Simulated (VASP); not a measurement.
# RbBr (Fm-3m) in VASP: a series of runs, part 2 of 2

VASP 6.6.1. Earlier steps stand in the parts before.

**3. Single point, PBE (41.07 Å³/atom)**

This run uses another cell than the first one, of 41.07 Å³/atom.

The input, INCAR:

```
ALGO = Normal
EDIFF = 1E-6
ENCUT = 520
GGA = PE
ISIF = 2
ISMEAR = -1
LASPH = True
LCHARG = True
LELF = True
LREAL = False
LVHAR = True
LWAVE = False
NBANDS = 15
NELM = 80
PREC = Accurate
SIGMA = 0.02
```

The input, KPOINTS:

```
k-points
0
Gamma
  6 6 6
```

The input, POSCAR:

```
RbBr
1.0
    0.0000000000      3.4501993370      3.4501993370
    3.4501993370      0.0000000000      3.4501993370
    3.4501993370      3.4501993370      0.0000000000
Rb Br
1 1
Direct
    0.0000000000      0.0000000000      0.0000000000
    0.5000000000      0.5000000000      0.5000000000
```

Potentials or basis: VASP PAW PBE potentials, release 64 (Rb_sv, Br).

Run with:

```sh
> cat potpaw_PBE.64/Rb_sv/POTCAR potpaw_PBE.64/Br/POTCAR > POTCAR
> mpirun -np 1 vasp_std > vasp.out
```

OUTCAR:

```text
EDIFF = 1E-6
   ENCUT = 520
   GGA = PE
   ISIF = 2
   ISMEAR = -1
   LASPH = True
   LREAL = False
   NELM = 80
   PREC = Accurate

 ion  position               nearest neighbor table
   1  0.000  0.000  0.000-   2 3.45   2 3.45   2 3.45   2 3.45   2 3.45   2 3.45
   2  0.500  0.500  0.500-   1 3.45   1 3.45   1 3.45   1 3.45   1 3.45   1 3.45

  LATTYP: Found a face centered cubic cell.
 ALAT       =     6.9003986740

  Lattice vectors:

 A1 = (   0.0000000000,   3.4501993370,   3.4501993370)
 A2 = (   3.4501993370,   0.0000000000,   3.4501993370)
 A3 = (   3.4501993370,   3.4501993370,   0.0000000000)

Analysis of symmetry for initial positions (statically):
=====================================================================
 Subroutine PRICEL returns:
 Original cell was already a primitive cell.

 Routine SETGRP: Setting up the symmetry group for a
 face centered cubic supercell.

 Subroutine GETGRP returns: Found 48 space group operations
 (whereof 48 operations were pure point group operations)
 out of a pool of 48 trial point group operations.

The static configuration has the point symmetry O_h .

Analysis of symmetry for dynamics (positions and initial velocities):
=====================================================================
 Subroutine PRICEL returns:
 Original cell was already a primitive cell.

 Routine SETGRP: Setting up the symmetry group for a
 face centered cubic supercell.

 Subroutine GETGRP returns: Found 48 space group operations
 (whereof 48 operations were pure point group operations)
 out of a pool of 48 trial point group operations.

The dynamic configuration has the point symmetry O_h .

 Subroutine INISYM returns: Found 48 space group operations
 (whereof 48 operations are pure point group operations),
 and found     1 'primitive' translations
[... 109 lines left out ...]
  Thomas-Fermi vector in A             =   2.077228
   LORBIT       =      0    0 simple, 1 ext, 2 COOP (PROOUT), +10 PAW based schemes
   GGA     = PE    functional components
   LHFCALC =     F    Hartree Fock is set to
   AEXX    =    0.0000 exact exchange contribution
   IVDW    =     0    specifies the selected vdW correction
   LEPSILON=     F    determine dielectric tensor
   LRPA    =     F    only Hartree local field effects (RPA)
 non-spin polarized calculation
  energy-cutoff  :      520.00
  volume of cell :       82.14
 maximum number of plane-waves:      2231
   NGX = 19   NGY = 19   NGZ = 19

 number of electron      15.9999997 magnetization

 Free energy of the ion-electron system (eV)
  ---------------------------------------------------
  ext. energy  EPLUGINS =         0.00000000
  ---------------------------------------------------
  free energy    TOTEN  =        -6.10624915 eV

  energy without entropy =       -6.10624915  energy(sigma->0) =       -6.10624915

 E-fermi :  -1.3860     XC(G=0):  -7.1539

 val. band max:       -1.8277118354   @ k =   0.0000   0.0000   0.0000
 cond. band min:       2.4834630542   @ k =   0.0000   0.0000   0.0000
 fundamental gap:      4.3111748896
 Fermi energy:        -1.3860096694

 k-point     1 :       0.0000    0.0000    0.0000
  band No.  band energies     occupation
      1     -26.2848      2.00000
      2     -13.9888      2.00000
      3     -10.3600      2.00000
      4     -10.3600      2.00000
      5     -10.3600      2.00000
      6      -1.8277      2.00000
      7      -1.8277      2.00000
      8      -1.8277      2.00000
      9       2.4835      0.00000
     10       5.4456      0.00000
     11       5.4456      0.00000
     12       5.4456      0.00000
     13       6.3199      0.00000
     14       6.3199      0.00000
[... 257 lines left out ...]
      2     -13.9568      2.00000
      3     -10.5027      2.00000
      4     -10.4518      2.00000
      5     -10.3646      2.00000
      6      -2.2398      2.00000
      7      -2.2253      2.00000
      8      -2.0877      2.00000
      9       4.4833      0.00000
     10       5.9535      0.00000
     11       6.1083      0.00000
     12       7.0339      0.00000
     13       8.0916      0.00000
     14       8.9538      0.00000
     15       9.4098      0.00000

------------------------ aborting loop because EDIFF is reached ----------------------------------------

  FORCE on cell =-STRESS in cart. coord.  units (eV):
  Direction    XX          YY          ZZ          XY          YZ          ZX
  --------------------------------------------------------------------------------------
  -------------------------------------------------------------------------------------
  Total        0.3596575      0.3596575      0.3596575      0.0000000      0.0000000      0.0000000
  in kB        7.0151537      7.0151537      7.0151537      0.0000000      0.0000000      0.0000000
  external PRESSURE =       7.0151537 kB  Pullay stress =       0.0000000 kB

 VOLUME and BASIS-vectors are now :
 -----------------------------------------------------------------------------
  energy-cutoff  :      520.00
  volume of cell :       82.14
      direct lattice vectors                 reciprocal lattice vectors
     0.000000000  3.450199337  3.450199337    -0.144919163  0.144919163  0.144919163
     3.450199337  0.000000000  3.450199337     0.144919163 -0.144919163  0.144919163
     3.450199337  3.450199337  0.000000000     0.144919163  0.144919163 -0.144919163

 POSITION                                       TOTAL-FORCE (eV/Angst)
 -----------------------------------------------------------------------------------
      0.00000      0.00000      0.00000        -0.000000      0.000000     -0.000000
      3.45020      3.45020      3.45020         0.000000     -0.000000      0.000000
 -----------------------------------------------------------------------------------
    total drift:                                0.000000      0.000000      0.000000

  FREE ENERGIE OF THE ION-ELECTRON SYSTEM (eV)
  ---------------------------------------------------
  free  energy   TOTEN  =        -6.1062491489 eV

  energy  without entropy=       -6.1062491489  energy(sigma->0) =       -6.10624915
```

Wall time 11 s (1 thread of Intel Xeon Platinum 8488C (Sapphire Rapids), shared host); peak memory 0.21 GiB.

What came out:

| Quantity | Value |
| --- | --- |
| Free energy | -6.1062 eV |
| Pressure | 0.7 GPa |
| Band gap on the k mesh | 4.31 eV |

Levels at points of the mesh, in eV from the valence-band top:
```tsv
k point	band 5	band 6	band 7	band 8	band 9	band 10	band 11	band 12
(0.00, 0.00, 0.00)	-8.53	0.00	0.00	0.00	4.31	7.27	7.27	7.27
(0.50, 0.00, 0.00)	-8.49	-0.96	-0.34	-0.34	6.76	7.65	9.43	9.43
(0.50, 0.50, 0.00)	-8.60	-0.47	-0.16	-0.16	5.63	7.05	9.10	9.16
```

**4. Single point, PBE (41.88 Å³/atom)**

This run uses another cell than the first one, of 41.88 Å³/atom.

The input, INCAR:

```
PREC = Accurate
ENCUT = 520
EDIFF = 1E-6
ISMEAR = -1
SIGMA = 0.02
LREAL = F
LASPH = T
NELM = 60
ALGO = Normal
ISIF = 2
LWAVE = F
LCHARG = T
GGA = PE
LELF = T
LVHAR = T
NBANDS = 15
```

The input, KPOINTS:

```
Automatic mesh
0
Gamma
  6 6 6
```

The input, POSCAR:

```
RbBr
1.0
    0.0000000000      3.4726038566      3.4726038566
    3.4726038566      0.0000000000      3.4726038566
    3.4726038566      3.4726038566      0.0000000000
Rb Br
1 1
Direct
    0.0000000000      0.0000000000      0.0000000000
    0.5000000000      0.5000000000      0.5000000000
```

Run with:

```sh
> cat potpaw_PBE.64/Rb_sv/POTCAR potpaw_PBE.64/Br/POTCAR > POTCAR
> mpirun -np 1 vasp_std > vasp.out
```

Run time: 16 s. Hardware: 1 thread of Intel Xeon Platinum 8488C (Sapphire Rapids), shared host; peak memory 0.24 GiB.

It converged, with:

| Item | Value |
| --- | --- |
| Free energy | -6.1119 eV |
| Pressure | 0.4 GPa |
| Band gap on the k mesh | 4.26 eV |

Levels at points of the mesh, in eV from the valence-band top:
| k point | band 6 | band 7 | band 8 | band 9 | band 10 | band 11 |
| --- | --- | --- | --- | --- | --- | --- |
| (0.00, 0.00, 0.00) | 0.00 | 0.00 | 0.00 | 4.26 | 7.27 | 7.27 |
| (0.50, 0.00, 0.00) | -0.92 | -0.32 | -0.32 | 6.71 | 7.58 | 9.37 |
| (0.50, 0.50, 0.00) | -0.46 | -0.16 | -0.16 | 5.65 | 6.98 | 9.00 |

**5. Overview**

| cell | gap on the mesh (eV) | pressure (GPa) |
| --- | --- | --- |
| a = 4.782 Å, angles 60.0°, 2 atoms | 4.47 | 1.8 |
| a = 4.879 Å, angles 60.0°, 2 atoms | 4.31 | 0.7 |
| a = 4.911 Å, angles 60.0°, 2 atoms | 4.26 | 0.4 |

Alike in all rows: task single point; level PBE; potentials or basis VASP PAW PBE potentials, release 64 (Rb_sv, Br); no spin polarisation; k mesh 6 × 6 × 6; cutoff (eV) 520; smearing fermi-dirac 0.02 eV.

Absolute energies hang on the potentials; compare differences alone.
